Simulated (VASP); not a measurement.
Input of a VASP 6.6.1 run:

The input INCAR:

```
  ALGO = Normal
  EDIFF = 1E-6
  ENCUT = 500
  GGA = PE
  GGA_COMPAT = False
  ISIF = 2
  ISMEAR = 0
  LASPH = True
  LCHARG = False
  LREAL = False
  LWAVE = False
  NBANDS = 12
  NELM = 120
  PREC = Accurate
  SIGMA = 0.05
```

KPOINTS

```
k-points
0
Gamma
  16 16 16
```

POSCAR

```
Hg
1.0
    0.0000000000      2.4498735208      2.4498735208
    2.4498735208      0.0000000000      2.4498735208
    2.4498735208      2.4498735208      0.0000000000
Hg
1
Direct
    0.0000000000      0.0000000000      0.0000000000
```

Potentials or basis: VASP PAW PBE potentials, release 64 (Hg).

Run with:

```sh
$ cat potpaw_PBE.64/Hg/POTCAR > POTCAR
$ mpirun -np 1 vasp_std > vasp.out
```

Task: Estimate the band gap on the k mesh.

Result: Zero (bands 6 and 7 overlap by 0.38 eV).

Task: Estimate the pressure.

Result: 0.4 GPa.

Caveat: spin-orbit coupling is left out, which moves the levels of the heavy elements.
